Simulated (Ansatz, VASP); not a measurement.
# One calculation of MgS, two programs

```
CELL_PARAMETERS angstrom
0.00000 2.56649 2.56649
2.56649 0.00000 2.56649
2.56649 2.56649 0.00000
ATOMIC_POSITIONS crystal
Mg 0.00000 0.00000 0.00000
S 0.50000 0.50000 0.50000
```

Change from the starting cell: volume scaled by 0.96, crystal datasets.

Alike in both runs: task electric field gradients; functional PBEsol; k mesh 10 × 10 × 10; occupations fermi-dirac, width 0.03 eV; no spin polarisation.

|  | VASP | Ansatz |
| --- | --- | --- |
| version | VASP 6.6.1 | Ansatz 0.2.0 |
| potentials or method | VASP PAW PBE potentials, release 64 (Mg, S), cutoff 520 eV | all-electron PAW with datasets made for the crystal, scalar-relativistic |

|  | VASP | Ansatz | Ansatz less VASP |
| --- | --- | --- | --- |
| gap on the k mesh at the Fermi level (eV) | 2.79 | 2.79 | -0.003 |
| pressure (GPa) | 2.2 | 2.3 | +0.17 |

VASP's potentials were made for PBE, not for PBEsol. Ansatz ran all-electron here, and VASP with PAW potentials.
